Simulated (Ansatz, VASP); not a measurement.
**Y: VASP beside Ansatz**

File INCAR:

```
SYSTEM = Y
PREC     = Accurate       ! precision mode
ENCUT    = 520            ! plane-wave cutoff, eV
EDIFF    = 1E-7           ! SCF threshold, eV
ISMEAR   = -1             ! smearing method
SIGMA    = 0.05           ! smearing width, eV
LREAL    = .False.        ! projectors in reciprocal space
LASPH    = .True.         ! aspherical terms in the spheres
NELM     = 100            ! most SCF steps
ALGO     = Fast           ! electronic algorithm
ISIF     = 2              ! what is computed and relaxed
LWAVE    = .False.        ! write WAVECAR
LCHARG   = .True.         ! write CHGCAR
GGA      = PS             ! functional
LELF     = .True.         ! ELF
LVHAR    = .True.       
NBANDS   = 18             ! bands
```

The input KPOINTS:

```
Automatic mesh
0
Gamma
  8 8 5
  0 0 0
```

File POSCAR:

```
Y
1.0
    3.6953976095      0.0000000000      0.0000000000
   -1.8476988047      3.2003082069      0.0000000000
    0.0000000000      0.0000000000      5.8060112795
Y
2
Direct
    0.6666666667      0.3333333333      0.7500000000
    0.3333333333      0.6666666667      0.2500000000
```

Contents of input.yaml:

```yaml
crystal:
  lattice:
    - [3.6953976095, 0.0, 0.0]
    - [-1.8476988047, 3.2003082069, 0.0]
    - [0.0, 0.0, 5.8060112795]
  atoms:
    - { symbol: "Y", position: [0.6666666667, 0.3333333333, 0.75] }
    - { symbol: "Y", position: [0.3333333333, 0.6666666667, 0.25] }
kpoints:
  mp_grid: { grid: [8, 8, 5] }
scf:
  occupations: { method: fermi_dirac, width: 0.05 }
hamiltonian:
  xc: pbesol
  pseudopotentials: { kind: all_electron, lapw: { basis_error: 0.0005 } }
output:
  forces: true
  stress: true
  eigenvalues: true
```

Change from the starting cell: volume scaled by 1.04.

Alike in both runs: task single point; functional PBEsol; k mesh 8 × 8 × 5; occupations fermi-dirac, width 0.05 eV; no spin polarisation.

```csv
,VASP,Ansatz
version,VASP 6.6.1,Ansatz 0.2.0
potentials or method,"VASP PAW PBE potentials, release 64 (Y_sv), cutoff 520 eV","all-electron LAPW, scalar-relativistic"
```

|  | VASP | Ansatz | Ansatz less VASP |
| --- | --- | --- | --- |
| gap on the k mesh at the Fermi level (eV) | none | none | - |
| pressure (GPa) | -3.4 | -3.4 | +0.09 |
| traceless stress, the component that is largest in VASP (GPa) | -0.31 | -0.31 | 0.000 |

VASP's potentials were made for PBE, not for PBEsol. A gap of «none» marks a metal or a gap that the smearing closes. Ansatz ran all-electron here, and VASP with PAW potentials.
